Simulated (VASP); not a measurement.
# Si2Sn (Imma) in VASP: notebook

Si2Sn is run at these levels: PBE; tasks: single point.

Program: VASP 6.6.1. These are calculated values, not measurements. Logs are shortened: lines on timing, memory, paths and dates and some standing lists are left out, and cuts for length are marked.

### 1 The cell of the first run

It takes space group Imma (No. 74, orthorhombic). The conventional cell has a = 4.073 Å, b = 12.446 Å, c = 5.874 Å, α = 90.00°, β = 90.00°, γ = 90.00°. Si (site symmetry m) has 3 Si at 2.37 to 2.42 Å and 1 Sn at 2.62 Å within 3.1 Å. Within 3.5 Å of Sn (site symmetry mm2) lie 2 Si at 2.62 Å and 2 Sn at 2.79 Å.

### 2 Single point, PBE

Contents of INCAR:

```
SYSTEM = Si2Sn
ALGO = Normal
EDIFF = 1E-7
ENCUT = 520
GGA = PE
ISIF = 2
ISMEAR = 0
LASPH = .TRUE.
LCHARG = .FALSE.
LREAL = .FALSE.
LWAVE = .FALSE.
NBANDS = 31
NELM = 100
PREC = Accurate
SIGMA = 0.1
```

Contents of KPOINTS:

```
k-points
0
G
  10 10 10
  0 0 0
```

Contents of POSCAR:

```
Si2Sn
1.0
   -2.0367414026      6.2232307501      2.9370175061
    2.0367414026     -6.2232307501      2.9370175061
    2.0367414026      6.2232307501     -2.9370175061
Si Sn
4 2
Direct
    0.7918356417      0.3607062359      0.4311294058
    0.2081643583      0.6392937641      0.5688705942
    0.4295768300      0.3607062359      0.0688705942
    0.5704231700      0.6392937641      0.9311294058
    0.1622032335      0.4122032335      0.7500000000
    0.8377967665      0.5877967665      0.2500000000
```

Potentials or basis: VASP PAW PBE potentials, release 64 (Si, Sn_d).

Started as:

```
> cat potpaw_PBE.64/Si/POTCAR potpaw_PBE.64/Sn_d/POTCAR > POTCAR
> mpirun -np 1 vasp_std > vasp.out
```

OUTCAR:

```text
SYSTEM = Si2Sn
   EDIFF = 1E-7
   ENCUT = 520
   GGA = PE
   ISIF = 2
   ISMEAR = 0
   LASPH = .TRUE.
   LREAL = .FALSE.
   NELM = 100
   PREC = Accurate

 ion  position               nearest neighbor table
   1  0.792  0.361  0.431-   2 2.37   4 2.42   4 2.42   6 2.62
   2  0.208  0.639  0.569-   1 2.37   3 2.42   3 2.42   5 2.62
   3  0.430  0.361  0.069-   4 2.37   2 2.42   2 2.42   6 2.62
   4  0.570  0.639  0.931-   3 2.37   1 2.42   1 2.42   5 2.62
   5  0.162  0.412  0.750-   2 2.62   4 2.62   6 2.79   6 2.79
   6  0.838  0.588  0.250-   1 2.62   3 2.62   5 2.79   5 2.79

  LATTYP: Found a body centered orthorhombic cell.
 ALAT       =     4.0734828052
 B/A-ratio  =     1.4420178734
 C/A-ratio  =     3.0554839913

  Lattice vectors:

 A1 = (   2.0367414026,  -6.2232307501,  -2.9370175061)
 A2 = (  -2.0367414026,  -6.2232307501,   2.9370175061)
 A3 = (  -2.0367414026,   6.2232307501,  -2.9370175061)

Analysis of symmetry for initial positions (statically):
=====================================================================
 Subroutine PRICEL returns:
 Original cell was already a primitive cell.

 Routine SETGRP: Setting up the symmetry group for a
 body centered orthorhombic supercell.

 Subroutine GETGRP returns: Found  8 space group operations
 (whereof  4 operations were pure point group operations)
 out of a pool of  8 trial point group operations.

The static configuration has the point symmetry C_2h.
 The point group associated with its full space group is D_2h.

Analysis of symmetry for dynamics (positions and initial velocities):
=====================================================================
 Subroutine PRICEL returns:
 Original cell was already a primitive cell.

 Routine SETGRP: Setting up the symmetry group for a
 body centered orthorhombic supercell.

 Subroutine GETGRP returns: Found  8 space group operations
 (whereof  4 operations were pure point group operations)
 out of a pool of  8 trial point group operations.

The dynamic configuration has the point symmetry C_2h.
 The point group associated with its full space group is D_2h.

 Subroutine INISYM returns: Found  8 space group operations
 (whereof  4 operations are pure point group operations),
 and found     1 'primitive' translations

----------------------------------------------------------------------------------------

                                     Primitive cell

  volume of cell :     148.9081

  direct lattice vectors                    reciprocal lattice vectors
    -2.036741403  6.223230750  2.937017506     0.000000000  0.080344120  0.170240729
     2.036741403 -6.223230750  2.937017506     0.245490173  0.000000000  0.170240729
     2.036741403  6.223230750 -2.937017506     0.245490173  0.080344120  0.000000000

  length of vectors
     7.176558252  7.176558252  7.176558252     0.188247399  0.298742918  0.258303316

  position of ions in fractional coordinates (direct lattice)
     0.791835642  0.360706236  0.431129406
     0.208164358  0.639293764  0.568870594
     0.429576830  0.360706236  0.068870594
     0.570423170  0.639293764  0.931129406
     0.162203234  0.412203234  0.750000000
     0.837796766  0.587796766  0.250000000

  ion indices of the primitive-cell ions
   primitive index   ion index
                 1           1
                 2           2
                 3           3
                 4           4
                 5           5
                 6           6

----------------------------------------------------------------------------------------

 KPOINTS: k-points

Automatic generation of k-mesh.
 Grid dimensions read from file:
 generate k-points for:   10   10   10

 Generating k-lattice:

  Cartesian coordinates                     Fractional coordinates (reciprocal lattice)
     0.000000000  0.008034412  0.017024073     0.100000000  0.000000000  0.000000000
     0.024549017  0.000000000  0.017024073     0.000000000  0.100000000  0.000000000
     0.024549017  0.008034412  0.000000000     0.000000000  0.000000000  0.100000000

  Length of vectors
     0.018824740  0.029874292  0.025830332

  Shift w.r.t. Gamma in fractional coordinates (k-lattice)
     0.000000000  0.000000000  0.000000000

 Subroutine IBZKPT returns following result:
 ===========================================

 Found    171 irreducible k-points:

 Following reciprocal coordinates:
            Coordinates               Weight
  0.000000  0.000000  0.000000      1.000000
  0.100000  0.000000 -0.000000      4.000000
  0.200000  0.000000 -0.000000      4.000000
  0.300000 -0.000000  0.000000      4.000000
  0.400000 -0.000000  0.000000      4.000000
  0.500000 -0.000000  0.000000      2.000000
[... 16 lines left out ...]
 -0.400000  0.200000 -0.000000      8.000000
 -0.300000  0.200000 -0.000000      8.000000
 [... further k-points ...]
   k-points           NKPTS =    171   k-points in BZ     NKDIM =    171   number of bands    NBANDS=     31
   number of dos      NEDOS =    301   number of ions     NIONS =      6
   total plane-waves  NPLWV = 157464
   dimension x,y,z NGX =    54 NGY =   54 NGZ =   54
   dimension x,y,z NGXF=   108 NGYF=  108 NGZF=  108
   ions per type =               4   2
   NGX,Y,Z   is equivalent  to a cutoff of  12.51, 12.51, 12.51 a.u.
   NGXF,Y,Z  is equivalent  to a cutoff of  25.02, 25.02, 25.02 a.u.
 SYSTEM =  Si2Sn
   PREC   = accura    normal or accurate (medium, high low for compatibility)
   ISTART =      0    job   : 0-new  1-cont  2-samecut
   ICHARG =      2    charge: 1-file 2-atom 10-const
   ISPIN  =      1    spin polarized calculation?
   LNONCOLLINEAR =      F non collinear calculations
   LSORBIT =      F    spin-orbit coupling
   LASPH  =      T    aspherical Exc in radial PAW
   ENCUT  =  520.0 eV  38.22 Ry    6.18 a.u.  13.34 13.34 13.34*2*pi/ulx,y,z
   NELM   =    100;   NELMIN=  2; NELMDL= -5     # of ELM steps
   EDIFF  = 0.1E-06   stopping-criterion for ELM
   LREAL  =      F    real-space projection
   EDIFFG = 0.1E-05   stopping-criterion for IOM
   NSW    =      0    number of steps for IOM
   IBRION =     -1    ionic relax: 0-MD 1-quasi-New 2-CG
   NFREE  =      0    steps in history (QN), initial steepest desc. (CG)
   ISIF   =      2    stress and relaxation
   ISYM   =      2    0-nonsym 1-usesym 2-fastsym
   POTIM  = 0.5000    time-step for ionic-motion
   TEBEG  =    0.0;   TEEND  =   0.0 temperature during run
   PSTRESS=    0.0 pullay stress
   NELECT =      44.0000    total number of electrons
   NUPDOWN=      -1.0000    fix difference up-down
   EMIN   =  10.00;   EMAX   =-10.00  energy-range for DOS
   EFERMI =   0.00;   METHOD = LEGACY
   ISMEAR =     0;   SIGMA  =   0.10  broadening in eV -4-tet -1-fermi 0-gaus
   EFERMI_NEDOS =   21; number of points for ismear=-14 and -15
   IALGO  =     38    algorithm
   IMIX   =      4    mixing-type and parameters
     AMIX     =   0.40;   BMIX     =  1.00
     AMIX_MAG =   1.60;   BMIX_MAG =  1.00
  volume/ion in A,a.u.               =      24.82       167.48
  Fermi-wavevector in a.u.,A,eV,Ry     =   1.090401  2.060559 16.176981  1.188975
  Thomas-Fermi vector in A             =   2.226625
   LORBIT       =      0    0 simple, 1 ext, 2 COOP (PROOUT), +10 PAW based schemes
   GGA     = PE    functional components
   LHFCALC =     F    Hartree Fock is set to
   AEXX    =    0.0000 exact exchange contribution
   IVDW    =     0    specifies the selected vdW correction
   LEPSILON=     F    determine dielectric tensor
   LRPA    =     F    only Hartree local field effects (RPA)
 non-spin polarized calculation
 Gauss-broadening in eV      SIGMA  =   0.10
  energy-cutoff  :      520.00
  volume of cell :      148.91
 maximum number of plane-waves:      4036
 NGX is ok and might be reduce to    54
   NGX = 27   NGY = 27   NGZ = 27

 number of electron      43.9999996 magnetization

 Free energy of the ion-electron system (eV)
  ---------------------------------------------------
  ext. energy  EPLUGINS =         0.00000000
  ---------------------------------------------------
  free energy    TOTEN  =       -28.63171032 eV

  energy without entropy =      -28.62767528  energy(sigma->0) =      -28.62969280

 E-fermi :   6.2452     XC(G=0):  -9.2252

 val. band max:        6.2427154145   @ k =   0.1000   0.0000  -0.0000
 cond. band min:       6.2598437723   @ k =   0.4000  -0.3000   0.3000
 fundamental gap:      0.0171283578
 Fermi energy:         6.2452133429

 k-point     1 :       0.0000    0.0000    0.0000
  band No.  band energies     occupation
      1     -15.6898      2.00000
      2     -15.5343      2.00000
      3     -15.5160      2.00000
      4     -15.4557      2.00000
      5     -15.4426      2.00000
      6     -15.3450      2.00000
[... 23 lines left out ...]
     30      11.0725      0.00000
     31      11.5690      0.00000

 k-point     2 :       0.1000    0.0000   -0.0000
  band No.  band energies     occupation
      1     -15.6895      2.00000
      2     -15.5344      2.00000
      3     -15.5158      2.00000
      4     -15.4553      2.00000
      5     -15.4426      2.00000
      6     -15.3454      2.00000
[... 23 lines left out ...]
     30      10.8954      0.00000
     31      11.1588      0.00000

 k-point     3 :       0.2000    0.0000   -0.0000
  band No.  band energies     occupation
      1     -15.6887      2.00000
      2     -15.5345      2.00000
      3     -15.5154      2.00000
      4     -15.4545      2.00000
      5     -15.4424      2.00000
      6     -15.3463      2.00000
[... 23 lines left out ...]
     30      10.1839      0.00000
     31      10.3814      0.00000

 k-point     4 :       0.3000   -0.0000    0.0000
  band No.  band energies     occupation
      1     -15.6877      2.00000
      2     -15.5347      2.00000
      3     -15.5148      2.00000
      4     -15.4534      2.00000
      5     -15.4423      2.00000
      6     -15.3476      2.00000
[... 635 lines left out ...]
     30      10.1199      0.00000
     31      10.4734      0.00000

 k-point    23 :      -0.4000    0.2000   -0.0000
  band No.  band energies     occupation
      1     -15.6643      2.00000
      2     -15.5179      2.00000
      3     -15.5009      2.00000
      4     -15.4587      2.00000
      5     -15.4523      2.00000
      6     -15.3362      2.00000
[... 23 lines left out ...]
     30       9.9799      0.00000
     31      10.4231      0.00000

 k-point    24 :      -0.3000    0.2000   -0.0000
  band No.  band energies     occupation
      1     -15.6648      2.00000
      2     -15.5181      2.00000
      3     -15.5007      2.00000
      4     -15.4591      2.00000
      5     -15.4521      2.00000
      6     -15.3358      2.00000
[... 23 lines left out ...]
     30       9.8195      0.00000
     31      10.0544      0.00000

 [... further k-points ...]
[... 5 lines left out ...]
  --------------------------------------------------------------------------------------
  -------------------------------------------------------------------------------------
  Total       -0.0711941     -0.0765244     -0.0646382      0.0000000      0.0000000      0.0000000
  in kB       -0.7660134     -0.8233650     -0.6954753      0.0000000      0.0000000      0.0000000
  external PRESSURE =      -0.7616179 kB  Pullay stress =       0.0000000 kB

 VOLUME and BASIS-vectors are now :
 -----------------------------------------------------------------------------
  energy-cutoff  :      520.00
  volume of cell :      148.91
      direct lattice vectors                 reciprocal lattice vectors
    -2.036741403  6.223230750  2.937017506     0.000000000  0.080344120  0.170240729
     2.036741403 -6.223230750  2.937017506     0.245490173  0.000000000  0.170240729
     2.036741403  6.223230750 -2.937017506     0.245490173  0.080344120  0.000000000

 POSITION                                       TOTAL-FORCE (eV/Angst)
 -----------------------------------------------------------------------------------
      0.00000      5.36604      2.11880        -0.000000     -0.001776      0.001250
      2.03674      0.85720      0.81822         0.000000      0.001776     -0.001250
      0.00000      0.85720      2.11880         0.000000      0.001776      0.001250
      2.03674      5.36604      0.81822        -0.000000     -0.001776     -0.001250
      2.03674      3.11162     -0.51572         0.000000     -0.000000      0.003162
     -0.00000      3.11162      3.45274        -0.000000      0.000000     -0.003162
 -----------------------------------------------------------------------------------
    total drift:                               -0.000000     -0.000000      0.000000

  FREE ENERGIE OF THE ION-ELECTRON SYSTEM (eV)
  ---------------------------------------------------
  free  energy   TOTEN  =       -28.6317103185 eV

  energy  without entropy=      -28.6276752787  energy(sigma->0) =      -28.62969280
```

It took 14 min on 1 thread of Intel Xeon 6975P-C (Granite Rapids), shared host; peak memory 0.83 GiB.

What came out:

```
Free energy            : -28.6317 eV
Pressure               : -0.1 GPa
Largest force          : 0.003 eV/Å
Band gap on the k mesh : zero (bands 22 and 23 overlap by 0.28 eV)
```

Forces on the atoms (eV/Å):
```
Si   0.000 -0.002  0.001
Si   0.000  0.002 -0.001
Si   0.000  0.002  0.001
Si   0.000 -0.002 -0.001
Sn   0.000  0.000  0.003
Sn   0.000  0.000 -0.003
```

Caveat: semilocal functionals underestimate gaps, so a narrow gap can read as zero; spin-orbit coupling is left out, which moves the levels of the heavy elements.

### 3 Single point, PBE (27.30 Å³/atom)

This run uses another cell than the first one, of 27.30 Å³/atom.

Contents of INCAR:

```
ALGO = Normal ; EDIFF = 1E-6
ENCUT = 520 ; GGA = PE
ISIF = 2 ; ISMEAR = 0
LASPH = T ; LCHARG = T
LELF = T ; LREAL = F
LVHAR = T ; LWAVE = F
NBANDS = 31 ; NELM = 80
PREC = Accurate ; SIGMA = 0.1
```

Contents of KPOINTS:

```
k-points
0
Gamma
  10 10 10
```

Contents of POSCAR:

```
Si2Sn
1.0
   -2.1055126252      6.4200999399      3.0296962216
    2.1055126252     -6.4200999399      3.0296962216
    2.1055126252      6.4200999399     -3.0296962216
Si Sn
4 2
Direct
    0.7925692590      0.3617536826      0.4308155764
    0.2074307410      0.6382463174      0.5691844236
    0.4309381062      0.3617536826      0.0691844236
    0.5690618938      0.6382463174      0.9308155764
    0.1591077542      0.4091077542      0.7500000000
    0.8408922458      0.5908922458      0.2500000000
```

Potentials or basis: VASP PAW PBE potentials, release 64 (Si, Sn_d).

Started as:

```
> cat potpaw_PBE.64/Si/POTCAR potpaw_PBE.64/Sn_d/POTCAR > POTCAR
> mpirun -np 1 vasp_std > vasp.out
```

Wall time 16 min (1 thread of Intel Xeon Platinum 8488C (Sapphire Rapids), shared host); peak memory 0.91 GiB.

The run converged. Its results:

```
Free energy            : -28.3818 eV
Pressure               : -4.9 GPa
Largest force          : 0.006 eV/Å
Band gap on the k mesh : zero (bands 22 and 23 overlap by 0.23 eV)
```

Forces in eV/Å, atoms in the order of the input:
```
Si   0.000  0.001  0.006
Si   0.000 -0.001 -0.006
Si   0.000 -0.001  0.006
Si   0.000  0.001 -0.006
Sn   0.000  0.000  0.002
Sn   0.000  0.000 -0.002
```

Levels at points of the mesh, in eV from the Fermi level:
```
           k point  band 20  band 21  band 22  band 23  band 24  band 25
(0.00, 0.00, 0.00)    -0.67    -0.43    -0.13     0.09     0.32     1.27
(0.50, 0.00, 0.00)    -2.24    -1.48    -0.32    -0.10     0.87     1.45
(0.00, 0.50, 0.00)    -2.65    -1.65    -1.42    -0.11     1.92     2.34
(0.50, 0.50, 0.00)    -2.67    -2.36    -2.36     0.28     0.28     2.07
(0.50, 0.50, 0.50)    -2.16    -1.61     0.09     0.11     0.16     0.91
```

Caveat: the cell stands under tension; semilocal functionals underestimate gaps, so a narrow gap can read as zero; spin-orbit coupling is left out, which moves the levels of the heavy elements.
